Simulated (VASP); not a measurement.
# LiCl (Fm-3m) in VASP: notebook

Runs on LiCl. Level: LDA. Tasks: vibrations by perturbation theory.

Program: VASP 6.6.1. These are calculated values, not measurements. Logs are shortened: lines on timing, memory, paths and dates and some standing lists are left out, and cuts for length are marked.

**1. The cell of the first run**

Symmetry: Fm-3m, No. 225, cubic system. The conventional cell has a = 4.778 Å, b = 4.778 Å, c = 4.778 Å, α = 90.00°, β = 90.00°, γ = 90.00°. Within 3.2 Å of Li (site symmetry m-3m) lie 6 Cl at 2.39 Å. Cl (site symmetry m-3m) has 6 Li at 2.39 Å within 3.2 Å.

**2. Vibrations by perturbation theory, LDA**

INCAR reads:

```
SYSTEM = LiCl
ALGO = Normal
EDIFF = 1E-8
ENCUT = 520
GGA = CA
IBRION = 8
ISIF = 2
ISMEAR = 0
LASPH = .TRUE.
LCHARG = .FALSE.
LEPSILON = .TRUE.
LREAL = .FALSE.
LWAVE = .FALSE.
NELM = 80
NSW = 1
PREC = Accurate
SIGMA = 0.01
```

KPOINTS reads:

```
k-points
0
G
  8 8 8
  0 0 0
```

POSCAR reads:

```
LiCl
1.0
    0.0000000000      2.3892463316      2.3892463316
    2.3892463316      0.0000000000      2.3892463316
    2.3892463316      2.3892463316      0.0000000000
Li Cl
1 1
Direct
    0.0000000000      0.0000000000      0.0000000000
    0.5000000000      0.5000000000      0.5000000000
```

Potentials or basis: VASP PAW LDA potentials, release 64 (Li_sv, Cl).

Launch:

```sh
$ cat potpaw_LDA.64/Li_sv/POTCAR potpaw_LDA.64/Cl/POTCAR > POTCAR
$ mpirun -np 1 vasp_std > vasp.out
```

OUTCAR:

```text
SYSTEM = LiCl
   EDIFF = 1E-8
   ENCUT = 520
   GGA = CA
   IBRION = 8
   ISIF = 2
   ISMEAR = 0
   LASPH = .TRUE.
   LEPSILON = .TRUE.
   LREAL = .FALSE.
   NELM = 80
   NSW = 1
   PREC = Accurate

 ion  position               nearest neighbor table
   1  0.000  0.000  0.000-   2 2.39   2 2.39   2 2.39   2 2.39   2 2.39   2 2.39
   2  0.500  0.500  0.500-   1 2.39   1 2.39   1 2.39   1 2.39   1 2.39   1 2.39

  LATTYP: Found a face centered cubic cell.
 ALAT       =     4.7784926632

  Lattice vectors:

 A1 = (   0.0000000000,   2.3892463316,   2.3892463316)
 A2 = (   2.3892463316,   0.0000000000,   2.3892463316)
 A3 = (   2.3892463316,   2.3892463316,   0.0000000000)

Analysis of symmetry for initial positions (statically):
=====================================================================
 Subroutine PRICEL returns:
 Original cell was already a primitive cell.

 Routine SETGRP: Setting up the symmetry group for a
 face centered cubic supercell.

 Subroutine GETGRP returns: Found 48 space group operations
 (whereof 48 operations were pure point group operations)
 out of a pool of 48 trial point group operations.

The static configuration has the point symmetry O_h .

Analysis of symmetry for dynamics (positions and initial velocities):
=====================================================================
 Subroutine PRICEL returns:
 Original cell was already a primitive cell.

 Routine SETGRP: Setting up the symmetry group for a
 face centered cubic supercell.

 Subroutine GETGRP returns: Found 48 space group operations
 (whereof 48 operations were pure point group operations)
 out of a pool of 48 trial point group operations.

The dynamic configuration has the point symmetry O_h .

 Subroutine INISYM returns: Found 48 space group operations
 (whereof 48 operations are pure point group operations),
[... 521 lines left out ...]
     0.00143  0.00000 -0.00000
     0.00000  0.01203 -0.00000
     0.00000 -0.00000  0.01203

 MACROSCOPIC STATIC DIELECTRIC TENSOR (including local field effects in DFT)
 ------------------------------------------------------
           3.369279    -0.000000    -0.000000
          -0.000000     3.369279     0.000000
          -0.000000    -0.000000     3.369279
 ------------------------------------------------------

 PIEZOELECTRIC TENSOR (including local field effects)  for field in x, y, z        (e  Angst)
          XX          YY          ZZ          XY          YZ          ZX
  --------------------------------------------------------------------------------
  x     0.00000     0.00000     0.00000     0.00000     0.00000     0.00000
  y     0.00000     0.00000     0.00000     0.00000     0.00000     0.00000
  z     0.00000     0.00000     0.00000     0.00000     0.00000     0.00000

 PIEZOELECTRIC TENSOR (including local field effects)  for field in x, y, z        (C/m^2)
          XX          YY          ZZ          XY          YZ          ZX
  --------------------------------------------------------------------------------
  x     0.00000     0.00000     0.00000     0.00000     0.00000     0.00000
  y     0.00000     0.00000     0.00000     0.00000     0.00000     0.00000
  z     0.00000     0.00000     0.00000     0.00000     0.00000     0.00000

 BORN EFFECTIVE CHARGES (including local field effects) (in |e|, cummulative output)
 ---------------------------------------------------------------------------------
 ion    1
    1     1.13921     0.00000     0.00000
    2    -0.00000     1.13921     0.00000
    3     0.00000     0.00000     1.13921
 ion    2
    1    -1.13921    -0.00000     0.00000
    2     0.00000    -1.13921     0.00000
    3     0.00000     0.00000    -1.13921

 INTERNAL STRAIN TENSOR FOR ION    2 for displacements in x,y,z  (eV/Angst):
          X           Y           Z          XY          YZ          ZX
  --------------------------------------------------------------------------------
  x     0.00000     0.00000     0.00000     0.00000     0.00000     0.00000
  y     0.00000     0.00000     0.00000     0.00000     0.00000     0.00000
  z     0.00000     0.00000     0.00000     0.00000     0.00000     0.00000

 SECOND DERIVATIVES (NOT SYMMETRIZED)
 ------------------------------------
               1X          1Y          1Z          2X          2Y          2Z
  1X    -2.025023    0.000000    0.000000    2.025023    0.000000    0.000000
  1Y     0.000000   -2.025023    0.000000    0.000000    2.025023    0.000000
  1Z     0.000000    0.000000   -2.025023    0.000000    0.000000    2.025023
  2X     2.025836    0.000000    0.000000   -2.025836    0.000000    0.000000
  2Y     0.000000    2.025836    0.000000    0.000000   -2.025836    0.000000
  2Z     0.000000    0.000000    2.025836    0.000000    0.000000   -2.025836

 Eigenvectors and eigenvalues of the dynamical matrix
 ----------------------------------------------------

   1 f  =    9.196021 THz    57.780304 2PiTHz  306.746242 cm-1    38.031670 meV
             X         Y         Z           dx          dy          dz
      0.000000  0.000000  0.000000     0.000000    0.913707    0.000000
      2.389246  2.389246  2.389246     0.000000   -0.406374    0.000000
[... 21 lines left out ...]
   6 f/i=    0.000685 THz     0.004302 2PiTHz    0.022836 cm-1     0.002831 meV
             X         Y         Z           dx          dy          dz
      0.000000  0.000000  0.000000     0.000000   -0.406374    0.000000
      2.389246  2.389246  2.389246     0.000000   -0.913707    0.000000

--------------------------------------------------------------------------------------------------------

 MACROSCOPIC STATIC DIELECTRIC TENSOR IONIC CONTRIBUTION
 ------------------------------------------------------
           4.250502     0.000000     0.000000
           0.000000     4.250502     0.000000
           0.000000     0.000000     4.250502
 ------------------------------------------------------

 ELASTIC MODULI CONTR FROM IONIC RELAXATION (kBar)
 Direction    XX          YY          ZZ          XY          YZ          ZX
 --------------------------------------------------------------------------------
 XX           0.0000      0.0000      0.0000      0.0000      0.0000      0.0000
 YY           0.0000      0.0000      0.0000      0.0000      0.0000      0.0000
 ZZ           0.0000      0.0000      0.0000      0.0000      0.0000      0.0000
 XY           0.0000      0.0000      0.0000      0.0000      0.0000      0.0000
 YZ           0.0000      0.0000      0.0000      0.0000      0.0000      0.0000
 ZX           0.0000      0.0000      0.0000      0.0000      0.0000      0.0000
 --------------------------------------------------------------------------------

 PIEZOELECTRIC TENSOR IONIC CONTR  for field in x, y, z        (C/m^2)
          XX          YY          ZZ          XY          YZ          ZX
  --------------------------------------------------------------------------------
  x     0.00000     0.00000     0.00000     0.00000     0.00000     0.00000
  y     0.00000     0.00000     0.00000     0.00000     0.00000     0.00000
  z     0.00000     0.00000     0.00000     0.00000     0.00000     0.00000
```

stdout:

```text
POSCAR found type information on POSCAR LiCl
 POSCAR found :  2 types and       2 ions
 scaLAPACK will be used
 LDA part: xc-table for (Slater(with rela. corr.)+CA(PZ))
 , standard interpolation
 POSCAR, INCAR and KPOINTS ok, starting setup
 FFT: planning ... GRIDC
 FFT: planning ... GRID_SOFT
 FFT: planning ... GRID
 WAVECAR not read
 entering main loop
[... 23 lines left out ...]
  Direction:   3
 dielectric tensor                  component  3 :     0.037     0.352     3.369
 Linear response DOF=           2
 Linear response progress:
 first order change of Fermi-energy   0.29909E-04
 force on displaced ion       1 direction 1 :  -2.025   0.000   0.000
 Born effective charge ion    1 direction 1 :   1.139   0.000   0.000
 Linear response progress:
 first order change of Fermi-energy   0.24589E-04
 force on displaced ion       2 direction 1 :  -2.026   0.000   0.000
 Born effective charge ion    2 direction 1 :  -1.139   0.000   0.000
 Born effective charges drift removed
 Linear response finished
```

Run time: 3.8 min. Hardware: 1 thread of AMD EPYC 7R13 (Zen 3), shared host; peak memory 0.15 GiB.

What came out:

```
Electronic dielectric tensor (diagonal)                 : 3.37
Born charges (mean of the diagonal)                     : Li +1.14; Cl -1.14 e
Highest phonon frequency at Γ, LO-TO splitting left out : 307 cm⁻¹
```

Phonon frequencies in cm⁻¹ (negative: imaginary):
```csv
q point,frequencies
"(0.000, 0.000, 0.000)",0 0 0 307 307 307
```

Electronic dielectric tensor:
```
3.37 0.00 0.00
0.00 3.37 0.00
0.00 0.00 3.37
```

Born effective charge tensors (e):
atom 1, Li
```
1.14 0.00 0.00
0.00 1.14 0.00
0.00 0.00 1.14
```
atom 2, Cl
```
-1.14  0.00  0.00
 0.00 -1.14  0.00
 0.00  0.00 -1.14
```

Caveat: the cell wasn't relaxed at this level first, which shifts response properties.

(Continued in part 2 of 2.)
